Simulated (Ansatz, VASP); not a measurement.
**SnTe in VASP and in Ansatz**

Contents of INCAR:

```
SYSTEM = SnTe
PREC = Accurate
ENCUT = 520
EDIFF = 1E-8
ISMEAR = -1
SIGMA = 0.08
LREAL = .FALSE.
LASPH = .TRUE.
NELM = 100
ALGO = Normal
ISIF = 2
LWAVE = .FALSE.
LCHARG = .FALSE.
GGA = PE
LEFG = .TRUE.
NBANDS = 17
```

KPOINTS

```
Automatic mesh
0
G
  11 11 11
  0 0 0
```

Contents of POSCAR:

```
SnTe
1.0
    0.0000000000      3.2082551003      3.2082551003
    3.2082551003      0.0000000000      3.2082551003
    3.2082551003      3.2082551003      0.0000000000
Sn Te
1 1
Direct
    0.0000000000      0.0000000000      0.0000000000
    0.5000000000      0.5000000000      0.5000000000
```

Input for Ansatz:

```yaml
crystal:
  lattice:
    - [0.0, 3.2082551003, 3.2082551003]
    - [3.2082551003, 0.0, 3.2082551003]
    - [3.2082551003, 3.2082551003, 0.0]
  atoms:
    - { symbol: Sn, position: [0.0, 0.0, 0.0] }
    - { symbol: Te, position: [0.5, 0.5, 0.5] }
kpoints:
  mp_grid: { grid: [11, 11, 11] }
scf:
  occupations: { method: fermi_dirac, width: 0.08 }
hamiltonian:
  xc: pbe
  pseudopotentials: { kind: all_electron, datasets: crystal }
output:
  forces: true
  stress: true
  eigenvalues: true
  efg: { contact_densities: true }
```

Change from the starting cell: volume scaled by 1.05, crystal datasets.

Alike in both runs: task electric field gradients; functional PBE; k mesh 11 × 11 × 11; occupations fermi-dirac, width 0.08 eV; no spin polarisation.

```csv
,VASP,Ansatz
version,VASP 6.6.1,Ansatz 0.2.0
potentials or method,"VASP PAW PBE potentials, release 64 (Sn_d, Te), cutoff 520 eV","all-electron PAW with datasets made for the crystal, scalar-relativistic"
```

|  | VASP | Ansatz | Ansatz less VASP |
| --- | --- | --- | --- |
| pressure (GPa) | -0.2 | -0.1 | +0.02 |

Ansatz ran all-electron here, and VASP with PAW potentials.

Neither program's run includes spin-orbit coupling.
